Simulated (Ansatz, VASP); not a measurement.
HfBF: VASP beside Ansatz

```
Hf B F
1.0
     3.78107    0.00000    0.00000
     0.00000    3.78107    0.00000
     0.00000    0.00000    6.13647
Hf B F
2 2 2
Direct
  0.00000 0.00000 0.75000
  0.00000 0.00000 0.25000
  0.50000 0.00000 0.50000
  0.00000 0.50000 0.00000
  0.50000 0.50000 0.00000
  0.50000 0.50000 0.50000
```

Change from the starting cell: species swapped into the TbCoC type (P4_2/mmc, No. 131).

Alike in both runs: task relaxation of cell and atoms; functional PBE; k mesh 10 × 10 × 6; occupations gaussian, width 0.1 eV; no spin polarisation.

|  | VASP | Ansatz |
| --- | --- | --- |
| version | VASP 6.6.1 | Ansatz 0.2.0 |
| potentials or method | VASP PAW PBE potentials, release 64 (Hf_pv, B, F), cutoff 600 eV | scalar-relativistic, plane waves, PAW |
| valence electrons in the cell | 40 | 72 |

```tsv
	VASP	Ansatz	Ansatz less VASP
gap on the k mesh at the Fermi level, each at its own relaxed structure (eV)	none	none	-
relaxed volume (Å³/atom)	14.52	14.60	+0.073
relaxed length of the cell vector where the two differ most in proportion (Å)	6.110	6.123	+0.0127
```

A gap of «none» marks a metal or a gap that the smearing closes. VASP's potentials hold 40 valence electrons a cell and Ansatz's 72, so a difference there can come from the potentials and not from the codes.

Spin-orbit coupling is off throughout.
